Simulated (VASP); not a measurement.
# Mg2AsCl (R-3m) in VASP: single point with PBE

Aim: the single point of Mg2AsCl with PBE.

All numbers are computed with VASP 6.6.1; they aren't measurements. Logs are shortened: lines on timing, memory, paths and dates and some standing lists are left out, and cuts for length are marked.

**1. The cell of the first run**

The structure is trigonal, space group R-3m (No. 166). The conventional cell has a = 3.408 Å, b = 3.408 Å, c = 18.478 Å, α = 90.00°, β = 90.00°, γ = 120.00°. Mg (site symmetry 3m) has 3 As at 2.22 Å and 3 Cl at 2.84 Å and 3 Mg at 2.86 Å within 2.9 Å. Within 2.9 Å of As (site symmetry -3m) lie 6 Mg at 2.22 Å. Cl (site symmetry -3m) has 6 Mg at 2.84 Å and 6 Cl at 3.41 Å and 6 As at 3.65 Å within 3.7 Å.

**2. Single point, PBE (N replaced by As, lengths x 1.063, strained)**

Input file INCAR:

```
ALGO = Normal ; EDIFF = 1E-7
ENCUT = 520 ; GGA = PE
ISIF = 2 ; ISMEAR = 0
LASPH = T ; LCHARG = F
LREAL = F ; LWAVE = F
NBANDS = 16 ; NELM = 60
PREC = Accurate ; SIGMA = 0.02
```

Input file KPOINTS:

```
k-points
0
Gamma
  9 9 9
```

Input file POSCAR:

```
Mg2AsCl
1.0
    1.7039436757      0.9837723398      6.1594148973
   -1.7039436757      0.9837723398      6.1594148973
    0.0000000000     -1.9675446797      6.1594148973
Mg As Cl
2 1 1
Direct
    0.2228150000      0.2228150000      0.2228150000
    0.7771850000      0.7771850000      0.7771850000
    0.5000000000      0.5000000000      0.5000000000
    0.0000000000      0.0000000000      0.0000000000
```

Potentials or basis: VASP PAW PBE potentials, release 64 (Mg, As, Cl).

Run with:

```bash
cat potpaw_PBE.64/Mg/POTCAR potpaw_PBE.64/As/POTCAR potpaw_PBE.64/Cl/POTCAR > POTCAR
mpirun -np 1 vasp_std > vasp.out
```

OUTCAR:

```text
EDIFF = 1E-7
   ENCUT = 520
   GGA = PE
   ISIF = 2
   ISMEAR = 0
   LASPH = T
   LREAL = F
   NELM = 60
   PREC = Accurate

 ion  position               nearest neighbor table
   1  0.223  0.223  0.223-   3 2.22   3 2.22   3 2.22   4 2.84   4 2.84   4 2.84   2 2.86   2 2.86
                             2 2.86
   2  0.777  0.777  0.777-   3 2.22   3 2.22   3 2.22   4 2.84   4 2.84   4 2.84   1 2.86   1 2.86
                             1 2.86
   3  0.500  0.500  0.500-   1 2.22   2 2.22   1 2.22   1 2.22   2 2.22   2 2.22
   4  0.000  0.000  0.000-   2 2.84   1 2.84   2 2.84   2 2.84   1 2.84   1 2.84

  LATTYP: Found a trigonal (rhomboedric) cell.
 ALAT       =     6.4660361848
 COS(alpha) =     0.8611121662

  Lattice vectors:

 A1 = (   1.7039436757,   0.9837723398,   6.1594148973)
 A2 = (  -1.7039436757,   0.9837723398,   6.1594148973)
 A3 = (   0.0000000000,  -1.9675446797,   6.1594148973)

Analysis of symmetry for initial positions (statically):
=====================================================================
 Subroutine PRICEL returns:
 Original cell was already a primitive cell.

 Routine SETGRP: Setting up the symmetry group for a
 trigonal (rhombohedral) supercell.

 Subroutine GETGRP returns: Found 12 space group operations
 (whereof 12 operations were pure point group operations)
 out of a pool of 12 trial point group operations.

The static configuration has the point symmetry D_3d.

Analysis of symmetry for dynamics (positions and initial velocities):
=====================================================================
 Subroutine PRICEL returns:
 Original cell was already a primitive cell.

 Routine SETGRP: Setting up the symmetry group for a
 trigonal (rhombohedral) supercell.

 Subroutine GETGRP returns: Found 12 space group operations
 (whereof 12 operations were pure point group operations)
 out of a pool of 12 trial point group operations.

The dynamic configuration has the point symmetry D_3d.

 Subroutine INISYM returns: Found 12 space group operations
 (whereof 12 operations are pure point group operations),
 and found     1 'primitive' translations

----------------------------------------------------------------------------------------

                                     Primitive cell

  volume of cell :      61.9499

  direct lattice vectors                    reciprocal lattice vectors
     1.703943676  0.983772340  6.159414897     0.293436929  0.169415890  0.054117694
    -1.703943676  0.983772340  6.159414897    -0.293436929  0.169415890  0.054117694
     0.000000000 -1.967544680  6.159414897     0.000000000 -0.338831780  0.054117694

  length of vectors
     6.466036185  6.466036185  6.466036185     0.343126362  0.343126362  0.343126362

  position of ions in fractional coordinates (direct lattice)
     0.222815000  0.222815000  0.222815000
     0.777185000  0.777185000  0.777185000
     0.500000000  0.500000000  0.500000000
     0.000000000  0.000000000  0.000000000

  ion indices of the primitive-cell ions
   primitive index   ion index
                 1           1
                 2           2
                 3           3
                 4           4

----------------------------------------------------------------------------------------

 KPOINTS: k-points

Automatic generation of k-mesh.
 Grid dimensions read from file:
 generate k-points for:    9    9    9

 Generating k-lattice:

  Cartesian coordinates                     Fractional coordinates (reciprocal lattice)
     0.032604103  0.018823988  0.006013077     0.111111111  0.000000000  0.000000000
    -0.032604103  0.018823988  0.006013077     0.000000000  0.111111111  0.000000000
     0.000000000 -0.037647976  0.006013077     0.000000000  0.000000000  0.111111111

  Length of vectors
     0.038125151  0.038125151  0.038125151

  Shift w.r.t. Gamma in fractional coordinates (k-lattice)
     0.000000000  0.000000000  0.000000000

 Subroutine IBZKPT returns following result:
 ===========================================

 Found     85 irreducible k-points:

 Following reciprocal coordinates:
            Coordinates               Weight
  0.000000  0.000000  0.000000      1.000000
  0.111111  0.000000 -0.000000      6.000000
  0.222222  0.000000 -0.000000      6.000000
  0.333333  0.000000  0.000000      6.000000
  0.444444  0.000000 -0.000000      6.000000
  0.111111  0.111111 -0.000000      6.000000
[... 16 lines left out ...]
 -0.333333  0.333333  0.000000      6.000000
  0.444444  0.444444 -0.000000      6.000000
 [... further k-points ...]
   k-points           NKPTS =     85   k-points in BZ     NKDIM =     85   number of bands    NBANDS=     16
   number of dos      NEDOS =    301   number of ions     NIONS =      4
   total plane-waves  NPLWV = 110592
   dimension x,y,z NGX =    48 NGY =   48 NGZ =   48
   dimension x,y,z NGXF=    96 NGYF=   96 NGZF=   96
   ions per type =               2   1   1
   NGX,Y,Z   is equivalent  to a cutoff of  12.34, 12.34, 12.34 a.u.
   NGXF,Y,Z  is equivalent  to a cutoff of  24.68, 24.68, 24.68 a.u.
 SYSTEM =  unknown system
   PREC   = accura    normal or accurate (medium, high low for compatibility)
   ISTART =      0    job   : 0-new  1-cont  2-samecut
   ICHARG =      2    charge: 1-file 2-atom 10-const
   ISPIN  =      1    spin polarized calculation?
   LNONCOLLINEAR =      F non collinear calculations
   LSORBIT =      F    spin-orbit coupling
   LASPH  =      T    aspherical Exc in radial PAW
   ENCUT  =  520.0 eV  38.22 Ry    6.18 a.u.  12.02 12.02 12.02*2*pi/ulx,y,z
   NELM   =     60;   NELMIN=  2; NELMDL= -5     # of ELM steps
   EDIFF  = 0.1E-06   stopping-criterion for ELM
   LREAL  =      F    real-space projection
   EDIFFG = 0.1E-05   stopping-criterion for IOM
   NSW    =      0    number of steps for IOM
   IBRION =     -1    ionic relax: 0-MD 1-quasi-New 2-CG
   NFREE  =      0    steps in history (QN), initial steepest desc. (CG)
   ISIF   =      2    stress and relaxation
   ISYM   =      2    0-nonsym 1-usesym 2-fastsym
   POTIM  = 0.5000    time-step for ionic-motion
   TEBEG  =    0.0;   TEEND  =   0.0 temperature during run
   PSTRESS=    0.0 pullay stress
   NELECT =      16.0000    total number of electrons
   NUPDOWN=      -1.0000    fix difference up-down
   EMIN   =  10.00;   EMAX   =-10.00  energy-range for DOS
   EFERMI =   0.00;   METHOD = LEGACY
   ISMEAR =     0;   SIGMA  =   0.02  broadening in eV -4-tet -1-fermi 0-gaus
   EFERMI_NEDOS =   21; number of points for ismear=-14 and -15
   IALGO  =     38    algorithm
   IMIX   =      4    mixing-type and parameters
     AMIX     =   0.40;   BMIX     =  1.00
     AMIX_MAG =   1.60;   BMIX_MAG =  1.00
  volume/ion in A,a.u.               =      15.49       104.51
  Fermi-wavevector in a.u.,A,eV,Ry     =   1.042561  1.970154 14.788616  1.086933
  Thomas-Fermi vector in A             =   2.177231
   LORBIT       =      0    0 simple, 1 ext, 2 COOP (PROOUT), +10 PAW based schemes
   GGA     = PE    functional components
   LHFCALC =     F    Hartree Fock is set to
   AEXX    =    0.0000 exact exchange contribution
   IVDW    =     0    specifies the selected vdW correction
   LEPSILON=     F    determine dielectric tensor
   LRPA    =     F    only Hartree local field effects (RPA)
 non-spin polarized calculation
 Gauss-broadening in eV      SIGMA  =   0.02
  energy-cutoff  :      520.00
  volume of cell :       61.95
 maximum number of plane-waves:      1688
   NGX = 23   NGY = 23   NGZ = 23

 number of electron      16.0000001 magnetization

 Free energy of the ion-electron system (eV)
  ---------------------------------------------------
  ext. energy  EPLUGINS =         0.00000000
  ---------------------------------------------------
  free energy    TOTEN  =        -9.32158927 eV

  energy without entropy =       -9.32158927  energy(sigma->0) =       -9.32158927

 E-fermi :   6.4514     XC(G=0): -10.2232

 val. band max:        6.3645973126   @ k =   0.0000   0.0000   0.0000
 cond. band min:       7.5044925547   @ k =  -0.4444  -0.4444   0.1111
 fundamental gap:      1.1398952422
 Fermi energy:         6.4513704407

 k-point     1 :       0.0000    0.0000    0.0000
  band No.  band energies     occupation
      1     -10.7040      2.00000
      2      -7.0280      2.00000
      3      -1.1626      2.00000
      4       3.1324      2.00000
      5       3.1324      2.00000
      6       4.0516      2.00000
[... 8 lines left out ...]
     15      14.4217      0.00000
     16      14.9758      0.00000

 k-point     2 :       0.1111    0.0000   -0.0000
  band No.  band energies     occupation
      1     -10.6232      2.00000
      2      -6.8703      2.00000
      3      -0.9897      2.00000
      4       2.6105      2.00000
      5       3.0385      2.00000
      6       4.0333      2.00000
[... 8 lines left out ...]
     15      14.5875      0.00000
     16      14.8394      0.00000

 k-point     3 :       0.2222    0.0000   -0.0000
  band No.  band energies     occupation
      1     -10.4088      2.00000
      2      -6.4143      2.00000
      3      -0.4992      2.00000
      4       1.5349      2.00000
      5       2.8154      2.00000
      6       3.1462      2.00000
[... 8 lines left out ...]
     15      14.8026      0.00000
     16      15.2582      0.00000

 k-point     4 :       0.3333    0.0000    0.0000
  band No.  band energies     occupation
      1     -10.1448      2.00000
      2      -5.7398      2.00000
      3       0.1806      2.00000
      4       0.5392      2.00000
      5       1.2184      2.00000
      6       2.5829      2.00000
[... 8 lines left out ...]
     15      14.9440      0.00000
     16      15.4227      0.00000

 k-point     5 :       0.4444    0.0000   -0.0000
  band No.  band energies     occupation
      1      -9.9582      2.00000
      2      -5.1180      2.00000
      3      -0.2199      2.00000
      4       0.0147      2.00000
      5       0.9145      2.00000
      6       2.4414      2.00000
[... 8 lines left out ...]
     15      14.5807      0.00000
     16      15.0964      0.00000

 k-point     6 :       0.1111    0.1111   -0.0000
  band No.  band energies     occupation
      1     -10.6216      2.00000
      2      -6.8787      2.00000
      3      -0.9529      2.00000
      4       2.6062      2.00000
      5       3.0334      2.00000
      6       3.9609      2.00000
[... 8 lines left out ...]
     15      14.6034      0.00000
     16      15.1067      0.00000
[... 267 lines left out ...]
 k-point    21 :       0.4444    0.3333   -0.0000
  band No.  band energies     occupation
      1     -10.0021      2.00000
      2      -5.2959      2.00000
      3      -0.1813      2.00000
      4       0.0213      2.00000
      5       1.6237      2.00000
      6       2.1173      2.00000
[... 8 lines left out ...]
     15      16.4051      0.00000
     16      16.9841      0.00000

 k-point    22 :      -0.4444    0.3333    0.0000
  band No.  band energies     occupation
      1      -9.8791      2.00000
      2      -4.8153      2.00000
      3      -0.3092      2.00000
      4       0.1482      2.00000
      5       1.2320      2.00000
      6       1.8681      2.00000
[... 8 lines left out ...]
     15      15.7442      0.00000
     16      16.7182      0.00000

 k-point    23 :      -0.3333    0.3333    0.0000
  band No.  band energies     occupation
      1      -9.8306      2.00000
      2      -4.6085      2.00000
      3       0.1142      2.00000
      4       0.4590      2.00000
      5       0.6109      2.00000
      6       1.1694      2.00000
[... 8 lines left out ...]
     15      16.1111      0.00000
     16      16.2658      0.00000

 k-point    24 :       0.4444    0.4444   -0.0000
  band No.  band energies     occupation
      1      -9.9557      2.00000
      2      -5.0829      2.00000
      3      -0.7725      2.00000
      4      -0.2181      2.00000
      5       1.7106      2.00000
      6       2.3908      2.00000
[... 8 lines left out ...]
     15      16.5668      0.00000
     16      17.7410      0.00000

 [... further k-points ...]

------------------------ aborting loop because EDIFF is reached ----------------------------------------

  FORCE on cell =-STRESS in cart. coord.  units (eV):
  Direction    XX          YY          ZZ          XY          YZ          ZX
  --------------------------------------------------------------------------------------
  -------------------------------------------------------------------------------------
  Total       22.3315064     22.3315064     11.0489721      0.0000000     -0.0000000      0.0000000
  in kB      577.5479540    577.5479540    285.7537291      0.0000000     -0.0000000      0.0000000
  external PRESSURE =     480.2832124 kB  Pullay stress =       0.0000000 kB

 VOLUME and BASIS-vectors are now :
 -----------------------------------------------------------------------------
  energy-cutoff  :      520.00
  volume of cell :       61.95
      direct lattice vectors                 reciprocal lattice vectors
     1.703943676  0.983772340  6.159414897     0.293436929  0.169415890  0.054117694
    -1.703943676  0.983772340  6.159414897    -0.293436929  0.169415890  0.054117694
     0.000000000 -1.967544680  6.159414897     0.000000000 -0.338831780  0.054117694

 POSITION                                       TOTAL-FORCE (eV/Angst)
 -----------------------------------------------------------------------------------
      0.00000     -0.00000      4.11723         0.000000     -0.000000      5.238138
      0.00000     -0.00000     14.36101         0.000000      0.000000     -5.238138
      0.00000     -0.00000      9.23912         0.000000     -0.000000      0.000000
      0.00000      0.00000      0.00000        -0.000000     -0.000000      0.000000
 -----------------------------------------------------------------------------------
    total drift:                                0.000000     -0.000000     -0.000000

  FREE ENERGIE OF THE ION-ELECTRON SYSTEM (eV)
  ---------------------------------------------------
  free  energy   TOTEN  =        -9.3215892653 eV

  energy  without entropy=       -9.3215892653  energy(sigma->0) =       -9.32158927
```

It took 3.4 min on 1 thread of Intel Xeon Platinum 8488C (Sapphire Rapids), shared host; peak memory 0.38 GiB.

What came out:

```
Free energy            : -9.3216 eV
Pressure               : 48.0 GPa
Largest force          : 5.238 eV/Å
Band gap on the k mesh : 1.14 eV (least direct gap 1.88 eV)
```

Forces on the atoms (eV/Å):
```
Mg   0.000  0.000  5.238
Mg   0.000  0.000 -5.238
As   0.000  0.000  0.000
Cl   0.000  0.000  0.000
```

Stress tensor (GPa, compression positive):
```
57.75  0.00  0.00
 0.00 57.75  0.00
 0.00  0.00 28.58
```

Levels at points of the mesh, in eV from the valence-band top:
| k point | band 5 | band 6 | band 7 | band 8 | band 9 | band 10 | band 11 | band 12 |
| --- | --- | --- | --- | --- | --- | --- | --- | --- |
| (0.00, 0.00, 0.00) | -3.23 | -2.31 | 0.00 | 0.00 | 1.88 | 5.63 | 5.87 | 5.87 |

Caveat: the cell differs from its parent crystal (N replaced by As, lengths x 1.063, strained); the stress differs along the axes, from 29 to 58 GPa; forces of over 1 eV/Å act on the atoms, so gaps and moduli don't describe the material at rest. A k mesh can miss the band edges.
